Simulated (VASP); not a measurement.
Crystal: Ag.

```
CELL_PARAMETERS angstrom
0.00000 2.02904 2.02904
2.02904 0.00000 2.02904
2.02904 2.02904 0.00000
ATOMIC_POSITIONS crystal
Ag 0.00000 0.00000 0.00000
```

Base run:

| Quantity | Value |
| --- | --- |
| Program | VASP 6.6.1 |
| Functional | r2SCAN |
| Potentials or basis | VASP PAW PBE potentials, release 64 (Ag) |
| Cutoff | 520 eV |
| k mesh | 11 × 11 × 11 |
| Occupations | fermi-dirac, width 0.05 eV |
| Spin | no spin polarisation |

Its results: pressure 3.7 GPa.

After a change of settings the same cell gave: pressure 1.3 GPa. Which change was it?
A. functional from r2SCAN to HF; k mesh from 11 × 11 × 11 to 6 × 6 × 6
B. functional from r2SCAN to revPBE
C. functional from r2SCAN to BLYP; dispersion from none to D3(BJ)
D. functional from r2SCAN to LDA; potentials or basis from VASP PAW PBE potentials, release 64 (Ag) to VASP PAW LDA potentials, release 64 (Ag)

C.

Caveats: the PAW data sets were made with another functional, which shifts forces and pressure a little; pairwise dispersion overbinds metals, which lowers pressure and volume (some runs).
